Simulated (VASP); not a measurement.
# KF (Fm-3m) in VASP: further runs, part 2 of 2

VASP 6.6.1. The steps go on from the part before.

## Step 4: Relaxation of cell and atoms, PBEsol

This run uses another cell than the first one, of 19.03 Å³/atom, 1.018 times its volume.

INCAR

```
PREC = Accurate
ENCUT = 600
EDIFF = 1E-7
ISMEAR = -1
SIGMA = 0.02
LREAL = F
LASPH = T
NELM = 80
ALGO = Normal
ISIF = 3
LWAVE = F
LCHARG = F
GGA = PS
IBRION = 2
NSW = 80
EDIFFG = -0.02
```

KPOINTS

```
Automatic mesh
0
Gamma
  7 7 7
```

POSCAR

```
KF
1.0
    0.0000000000      2.6700000000      2.6700000000
    2.6700000000      0.0000000000      2.6700000000
    2.6700000000      2.6700000000      0.0000000000
K F
1 1
Direct
    0.0000000000      0.0000000000      0.0000000000
    0.5000000000      0.5000000000      0.5000000000
```

Potentials or basis: VASP PAW PBE potentials, release 64 (K_sv, F).

Command:

```sh
cat potpaw_PBE.64/K_sv/POTCAR potpaw_PBE.64/F/POTCAR > POTCAR
mpirun -np 1 vasp_std > vasp.out
```

OUTCAR:

```text
PREC = Accurate
   ENCUT = 600
   EDIFF = 1E-7
   ISMEAR = -1
   LREAL = F
   LASPH = T
   NELM = 80
   ISIF = 3
   GGA = PS
   IBRION = 2
   NSW = 80
   EDIFFG = -0.02

 ion  position               nearest neighbor table
   1  0.000  0.000  0.000-   2 2.67   2 2.67   2 2.67   2 2.67   2 2.67   2 2.67
   2  0.500  0.500  0.500-   1 2.67   1 2.67   1 2.67   1 2.67   1 2.67   1 2.67

  LATTYP: Found a face centered cubic cell.
 ALAT       =     5.3400000000

  Lattice vectors:

 A1 = (   0.0000000000,   2.6700000000,   2.6700000000)
 A2 = (   2.6700000000,   0.0000000000,   2.6700000000)
 A3 = (   2.6700000000,   2.6700000000,   0.0000000000)

Analysis of symmetry for initial positions (statically):
=====================================================================
 Subroutine PRICEL returns:
 Original cell was already a primitive cell.

 Routine SETGRP: Setting up the symmetry group for a
 face centered cubic supercell.

 Subroutine GETGRP returns: Found 48 space group operations
 (whereof 48 operations were pure point group operations)
 out of a pool of 48 trial point group operations.

The static configuration has the point symmetry O_h .

Analysis of symmetry for dynamics (positions and initial velocities):
=====================================================================
 Subroutine PRICEL returns:
 Original cell was already a primitive cell.

 Routine SETGRP: Setting up the symmetry group for a
 face centered cubic supercell.

 Subroutine GETGRP returns: Found 48 space group operations
 (whereof 48 operations were pure point group operations)
 out of a pool of 48 trial point group operations.

The dynamic configuration has the point symmetry O_h .

 Subroutine INISYM returns: Found 48 space group operations
 (whereof 48 operations are pure point group operations),
 and found     1 'primitive' translations

----------------------------------------------------------------------------------------

                                     Primitive cell

  volume of cell :      38.0683

  direct lattice vectors                    reciprocal lattice vectors
     0.000000000  2.670000000  2.670000000    -0.187265918  0.187265918  0.187265918
     2.670000000  0.000000000  2.670000000     0.187265918 -0.187265918  0.187265918
     2.670000000  2.670000000  0.000000000     0.187265918  0.187265918 -0.187265918

  length of vectors
     3.775950212  3.775950212  3.775950212     0.324354084  0.324354084  0.324354084

  position of ions in fractional coordinates (direct lattice)
     0.000000000  0.000000000  0.000000000
     0.500000000  0.500000000  0.500000000

  ion indices of the primitive-cell ions
   primitive index   ion index
                 1           1
                 2           2

----------------------------------------------------------------------------------------

 KPOINTS: Automatic mesh

Automatic generation of k-mesh.
 Grid dimensions read from file:
 generate k-points for:    7    7    7

 Generating k-lattice:

  Cartesian coordinates                     Fractional coordinates (reciprocal lattice)
    -0.026752274  0.026752274  0.026752274     0.142857143  0.000000000  0.000000000
     0.026752274 -0.026752274  0.026752274     0.000000000  0.142857143  0.000000000
     0.026752274  0.026752274 -0.026752274     0.000000000  0.000000000  0.142857143

  Length of vectors
     0.046336298  0.046336298  0.046336298

  Shift w.r.t. Gamma in fractional coordinates (k-lattice)
     0.000000000  0.000000000  0.000000000

 Subroutine IBZKPT returns following result:
 ===========================================

 Found     20 irreducible k-points:

 Following reciprocal coordinates:
            Coordinates               Weight
  0.000000  0.000000  0.000000      1.000000
  0.142857  0.000000  0.000000      8.000000
  0.285714  0.000000  0.000000      8.000000
  0.428571  0.000000  0.000000      8.000000
  0.142857  0.142857  0.000000      6.000000
  0.285714  0.142857  0.000000     24.000000
[... 12 lines left out ...]
 -0.428571  0.428571  0.142857     24.000000
 -0.285714  0.428571  0.142857     24.000000
   k-points           NKPTS =     20   k-points in BZ     NKDIM =     20   number of bands    NBANDS=     12
   number of dos      NEDOS =    301   number of ions     NIONS =      2
   total plane-waves  NPLWV =  27000
   dimension x,y,z NGX =    30 NGY =   30 NGZ =   30
   dimension x,y,z NGXF=    60 NGYF=   60 NGZF=   60
   ions per type =               1   1
   NGX,Y,Z   is equivalent  to a cutoff of  13.21, 13.21, 13.21 a.u.
   NGXF,Y,Z  is equivalent  to a cutoff of  26.42, 26.42, 26.42 a.u.
 SYSTEM =  unknown system
   PREC   = accura    normal or accurate (medium, high low for compatibility)
   ISTART =      0    job   : 0-new  1-cont  2-samecut
   ICHARG =      2    charge: 1-file 2-atom 10-const
   ISPIN  =      1    spin polarized calculation?
   LNONCOLLINEAR =      F non collinear calculations
   LSORBIT =      F    spin-orbit coupling
   LASPH  =      T    aspherical Exc in radial PAW
   ENCUT  =  600.0 eV  44.10 Ry    6.64 a.u.   7.54  7.54  7.54*2*pi/ulx,y,z
   NELM   =     80;   NELMIN=  2; NELMDL= -5     # of ELM steps
   EDIFF  = 0.1E-06   stopping-criterion for ELM
   LREAL  =      F    real-space projection
   EDIFFG = -.2E-01   stopping-criterion for IOM
   NSW    =     80    number of steps for IOM
   IBRION =      2    ionic relax: 0-MD 1-quasi-New 2-CG
   NFREE  =      1    steps in history (QN), initial steepest desc. (CG)
   ISIF   =      3    stress and relaxation
   ISYM   =      2    0-nonsym 1-usesym 2-fastsym
   POTIM  = 0.5000    time-step for ionic-motion
   TEBEG  =    0.0;   TEEND  =   0.0 temperature during run
   PSTRESS=    0.0 pullay stress
   NELECT =      16.0000    total number of electrons
   NUPDOWN=      -1.0000    fix difference up-down
   EMIN   =  10.00;   EMAX   =-10.00  energy-range for DOS
   EFERMI =   0.00;   METHOD = LEGACY
   ISMEAR =    -1;   SIGMA  =   0.02  broadening in eV -4-tet -1-fermi 0-gaus
   EFERMI_NEDOS =   21; number of points for ismear=-14 and -15
   IALGO  =     38    algorithm
   IMIX   =      4    mixing-type and parameters
     AMIX     =   0.40;   BMIX     =  1.00
     AMIX_MAG =   1.60;   BMIX_MAG =  1.00
  volume/ion in A,a.u.               =      19.03       128.45
  Fermi-wavevector in a.u.,A,eV,Ry     =   1.226291  2.317354 20.460302  1.503790
  Thomas-Fermi vector in A             =   2.361297
   LORBIT       =      0    0 simple, 1 ext, 2 COOP (PROOUT), +10 PAW based schemes
   GGA     = PS    functional components
   LHFCALC =     F    Hartree Fock is set to
   AEXX    =    0.0000 exact exchange contribution
   IVDW    =     0    specifies the selected vdW correction
   LEPSILON=     F    determine dielectric tensor
   LRPA    =     F    only Hartree local field effects (RPA)
 conjugate gradient relaxation of ions
 non-spin polarized calculation
  energy-cutoff  :      600.00
  volume of cell :       38.07
 maximum number of plane-waves:      1283
 NGX is ok and might be reduce to    30
   NGX = 15   NGY = 15   NGZ = 15

--------------------------------------- Ionic step        1  -------------------------------------------

 number of electron      15.9999997 magnetization

 Free energy of the ion-electron system (eV)
  ---------------------------------------------------
  ext. energy  EPLUGINS =         0.00000000
  ---------------------------------------------------
  free energy    TOTEN  =        -8.52136637 eV

  energy without entropy =       -8.52136637  energy(sigma->0) =       -8.52136637

------------------------ aborting loop because EDIFF is reached ----------------------------------------

  FORCE on cell =-STRESS in cart. coord.  units (eV):
  Direction    XX          YY          ZZ          XY          YZ          ZX
  --------------------------------------------------------------------------------------
  -------------------------------------------------------------------------------------
  Total       -0.1363883     -0.1363883     -0.1363883      0.0000000      0.0000000     -0.0000000
  in kB       -5.7401573     -5.7401573     -5.7401573      0.0000000      0.0000000     -0.0000000
  external PRESSURE =      -5.7401573 kB  Pullay stress =       0.0000000 kB
[... 57 lines left out ...]
  energy  without entropy=       -8.5223447963  energy(sigma->0) =       -8.52234480

--------------------------------------- Ionic step        3  -------------------------------------------

 number of electron      16.0000003 magnetization

 Free energy of the ion-electron system (eV)
  ---------------------------------------------------
  ext. energy  EPLUGINS =         0.00000000
  ---------------------------------------------------
  free energy    TOTEN  =        -8.52259589 eV

  energy without entropy =       -8.52259589  energy(sigma->0) =       -8.52259589

 E-fermi :  -2.4031     XC(G=0):  -8.7062

 val. band max:       -2.8570713687   @ k =   0.0000   0.0000   0.0000
 cond. band min:       3.2756004617   @ k =   0.0000   0.0000   0.0000
 fundamental gap:      6.1326718303
 Fermi energy:        -2.4030552100

 k-point     1 :       0.0000    0.0000    0.0000
  band No.  band energies     occupation
      1     -28.7642      2.00000
      2     -21.3971      2.00000
      3     -12.0605      2.00000
      4     -12.0605      2.00000
      5     -12.0605      2.00000
      6      -2.8571      2.00000
      7      -2.8571      2.00000
      8      -2.8571      2.00000
      9       3.2756      0.00000
     10       7.8327      0.00000
     11       7.8327      0.00000
     12       7.8327      0.00000
[... 312 lines left out ...]
  FREE ENERGIE OF THE ION-ELECTRON SYSTEM (eV)
  ---------------------------------------------------
  free  energy   TOTEN  =        -8.5225958871 eV

  energy  without entropy=       -8.5225958871  energy(sigma->0) =       -8.52259589

 reached required accuracy - stopping structural energy minimisation
```

OSZICAR:

```text
N       E                     dE             d eps       ncg     rms          rms(c)
DAV:   1     0.128800696246E+03    0.12880E+03   -0.91285E+03   480   0.144E+03
DAV:   2    -0.421964907935E+01   -0.13302E+03   -0.11990E+03   592   0.345E+02
DAV:   3    -0.950251141259E+01   -0.52829E+01   -0.52516E+01   600   0.675E+01
[... 26 lines left out ...]
DAV:   4    -0.852255609938E+01    0.15990E-03   -0.63815E-04   844   0.208E-01    0.110E-01
DAV:   5    -0.852258942985E+01   -0.33330E-04   -0.46596E-05   748   0.515E-02    0.155E-02
DAV:   6    -0.852259481310E+01   -0.53833E-05   -0.17795E-05   892   0.332E-02    0.462E-03
DAV:   7    -0.852259589880E+01   -0.10857E-05   -0.51034E-07   540   0.738E-03    0.497E-04
DAV:   8    -0.852259588713E+01    0.11674E-07   -0.11959E-08   340   0.117E-03
   3 F= -.85225959E+01 E0= -.85225959E+01  d E =-.122952E-02
```

CONTCAR:

```text
KF
   1.00000000000000
     0.0000000000000000    2.6539682882995304    2.6539682882995304
     2.6539682882995304   -0.0000000000000000    2.6539682882995304
     2.6539682882995304    2.6539682882995304    0.0000000000000000
  K               F
     1     1
Direct
     0.0000000000000000    0.0000000000000000    0.0000000000000000
     0.5000000000000000    0.5000000000000000    0.5000000000000000

  0.00000000E+00  0.00000000E+00  0.00000000E+00
  0.00000000E+00  0.00000000E+00  0.00000000E+00
```

Run time: 59 s. Hardware: 1 thread of Intel Xeon Platinum 8375C at 2.90GHz (Ice Lake), shared host; peak memory 0.18 GiB.

Results:

| Quantity | Value |
| --- | --- |
| Free energy | -8.5226 eV |
| Relaxed volume | 18.69 Å³/atom |
| Relaxed cell | a = 3.753 Å, b = 3.753 Å, c = 3.753 Å, α = 60.00°, β = 60.00°, γ = 60.00° |
| Space group after relaxing (to 0.05 Å) | Fm-3m (No. 225) |
| Energy gained by relaxing | 0.6 meV/atom |
| Ionic steps | 3 |
| Pressure after relaxing | 0.0 GPa |
| Band gap on the k mesh | 6.13 eV, direct |

Step by step:
| step | energy change (eV) | largest force (eV/Å) | pressure (GPa) | volume (Å³) |
| --- | --- | --- | --- | --- |
| 1 | 0.0000 | 0.0000 | -0.57 | 38.07 |
| 2 | -0.0010 | 0.0000 | -0.26 | 37.69 |
| 3 | -0.0012 | 0.0000 | 0.00 | 37.39 |

Final structure:
```cif
data_structure
_symmetry_space_group_name_H-M 'P 1'
_symmetry_Int_Tables_number 1
_cell_length_a 3.7533
_cell_length_b 3.7533
_cell_length_c 3.7533
_cell_angle_alpha 60.000
_cell_angle_beta 60.000
_cell_angle_gamma 60.000
_cell_volume 37.39
loop_
_atom_site_label
_atom_site_type_symbol
_atom_site_fract_x
_atom_site_fract_y
_atom_site_fract_z
_atom_site_occupancy
K1 K 0.00000 0.00000 0.00000 1
F1 F 0.50000 0.50000 0.50000 1
```

Caveat: the PAW data sets were made with another functional, which shifts forces and pressure a little.

## Step 5: Overview

```tsv
task	cell	cutoff (eV)	gap on the mesh (eV)	pressure (GPa)
single point	a = 3.754 Å, angles 60.0°, 2 atoms	520	6.13	0.0
relaxation of cell and atoms	relaxed from a = 3.754 Å, angles 60.0°, 2 atoms	600	6.13	0.0
relaxation of cell and atoms	relaxed from a = 3.776 Å, angles 60.0°, 2 atoms	600	6.13	0.0
```

Alike in all rows: level PBEsol; potentials or basis VASP PAW PBE potentials, release 64 (K_sv, F); no spin polarisation; k mesh 7 × 7 × 7; smearing fermi-dirac 0.02 eV.

Caveats: the PAW data sets were made with another functional, which shifts forces and pressure a little; the relaxation stopped at its first step, so nothing moved (some runs).

Absolute energies hang on the potentials; compare differences alone.
